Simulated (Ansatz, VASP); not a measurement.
## CdP in VASP and in Ansatz

```
CELL_PARAMETERS angstrom
3.20802 0.00000 0.00000
-1.60401 2.77823 0.00000
0.00000 0.00000 4.81030
ATOMIC_POSITIONS crystal
Cd 0.66667 0.33333 0.00000
P 0.00000 0.00000 0.50000
```

Alike in both runs: task relaxation of cell and atoms; functional PBE; k mesh 6 × 6 × 4; occupations gaussian, width 0.1 eV; no spin polarisation.

```csv
,VASP,Ansatz
version,VASP 6.6.1,Ansatz 0.2.0
potentials or method,"VASP PAW PBE potentials, release 64 (Cd, P), cutoff 600 eV","scalar-relativistic, plane waves, PAW"
valence electrons in the cell,17,25
```

Ansatz gave:

| Quantity | Value |
| --- | --- |
| gap on the k mesh at the Fermi level, each at its own relaxed structure (eV) | none |
| relaxed volume (Å³/atom) | 19.30 |
| relaxed length of the cell vector where the two differ most in proportion (Å) | 4.865 |

Problem. Which values does VASP return?

Solution. gap on the k mesh at the Fermi level, each at its own relaxed structure (eV): none; relaxed volume (Å³/atom): 19.33; relaxed length of the cell vector where the two differ most in proportion (Å): 4.875.

A gap of «none» marks a metal or a gap that the smearing closes. VASP's potentials hold 17 valence electrons a cell and Ansatz's 25, so a difference there can come from the potentials and not from the codes.

The k mesh is coarse, so the values compare programs but aren't converged.
